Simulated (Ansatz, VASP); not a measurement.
La2Y2O: VASP beside Ansatz

```
CELL_PARAMETERS angstrom
3.61617 0.00000 0.00000
-1.80809 3.13170 0.00000
0.00000 0.00000 11.86559
ATOMIC_POSITIONS crystal
La 0.33333 0.66667 0.62565
La 0.66667 0.33333 0.37435
Y 0.33333 0.66667 0.11007
Y 0.66667 0.33333 0.88993
O 0.00000 0.00000 0.00000
```

Alike in both runs: functional PBE; k mesh 5 × 5 × 2; occupations gaussian, width 0.2 eV; no spin polarisation.

Ansatz relaxed the structure, and its values are those at the end. VASP's run is a single point on that final structure, the one shown.

|  | VASP | Ansatz |
| --- | --- | --- |
| version | VASP 6.6.1 | Ansatz 0.2.0 |
| potentials or method | VASP PAW PBE potentials, release 64 (La, Y_sv, O), cutoff 520 eV | scalar-relativistic, plane waves, PAW |
| valence electrons in the cell | 50 | 50 |

Ansatz gave:

* gap on the k mesh at the Fermi level (eV): none
* pressure (GPa): 0.2
* rms of the force components (eV/Å): 0.018

Q: Which values does VASP return?

A: gap on the k mesh at the Fermi level (eV): none; pressure (GPa): 0.2; rms of the force components (eV/Å): 0.020.

A gap of «none» marks a metal or a gap that the smearing closes.

The k mesh is coarse, so the values compare programs but aren't converged. Spin-orbit coupling is off throughout.
